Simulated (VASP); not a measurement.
Write the native input for VASP 6.6.1 that does the following.

| Quantity | Value |
| --- | --- |
| Task | single point |
| Functional | r2SCAN |
| Potentials or basis | VASP PAW PBE potentials, release 64 (Ti_sv, O) |
| Cutoff | 520 eV |
| k mesh | 12 × 12 × 12 |
| Occupations | gaussian, width 0.01 eV |
| Spin | no spin polarisation |
| Dipole correction | no |
| Further INCAR settings | ALGO = Normal; EDIFF = 1e-06; NBANDS = 36 |

Crystal: TiO.

```
CELL_PARAMETERS angstrom
4.98909 0.00000 0.00000
-2.49454 4.32068 0.00000
0.00000 0.00000 2.87331
ATOMIC_POSITIONS crystal
Ti 0.66667 0.33333 0.50000
Ti 0.33333 0.66667 0.50000
Ti 0.00000 0.00000 0.00000
O 0.60556 0.60556 0.00000
O 0.39444 0.00000 0.00000
O 0.00000 0.39444 0.00000
```

The input as run:

POSCAR

```
TiO
1.0
    4.9890877720      0.0000000000      0.0000000000
   -2.4945438860      4.3206767523      0.0000000000
    0.0000000000      0.0000000000      2.8733134400
Ti O
3 3
Direct
    0.6666666667      0.3333333333      0.5000000000
    0.3333333333      0.6666666667      0.5000000000
    0.0000000000      0.0000000000      0.0000000000
    0.6055592400      0.6055592400      0.0000000000
    0.3944407600      0.0000000000      0.0000000000
    0.0000000000      0.3944407600      0.0000000000
```

INCAR.step1

```
PREC = Accurate
ENCUT = 520
ISMEAR = 0
SIGMA = 0.01
LREAL = F
LASPH = T
NELM = 80
NBANDS = 36
GGA = PE
ALGO = Normal
EDIFF = 1E-4
LWAVE = T
LCHARG = F
```

INCAR.step2

```
PREC = Accurate
ENCUT = 520
EDIFF = 1E-6
ISMEAR = 0
SIGMA = 0.01
LREAL = F
LASPH = T
NELM = 80
ALGO = Normal
ISIF = 2
LWAVE = F
LCHARG = F
METAGGA = R2SCAN
LMIXTAU = T
NBANDS = 36
ISTART = 1
```

KPOINTS

```
Automatic mesh
0
Gamma
  12 12 12
```

Potentials or basis: VASP PAW PBE potentials, release 64 (Ti_sv, O).

Command:

```bash
$ cat potpaw_PBE.64/Ti_sv/POTCAR potpaw_PBE.64/O/POTCAR > POTCAR
$ cp INCAR.step1 INCAR
$ mpirun -np 1 vasp_std > vasp.out
$ cp INCAR.step2 INCAR
$ mpirun -np 1 vasp_std > vasp.out
```

Results of the run:

```yaml
Pressure: 0.1 GPa
Largest_force: 0.007 eV/Å
Band_gap_on_the_k_mesh: zero (bands 27 and 28 overlap by 1.33 eV)
```

Caveat: the PAW data sets were made with another functional, which shifts forces and pressure a little; semilocal functionals often make such compounds metallic where correlation or magnetic order opens a gap, which also shifts bond lengths.

It took 29 min on 1 thread of Intel Xeon 8259CL, with other jobs on the host, peak memory 0.36 GiB.
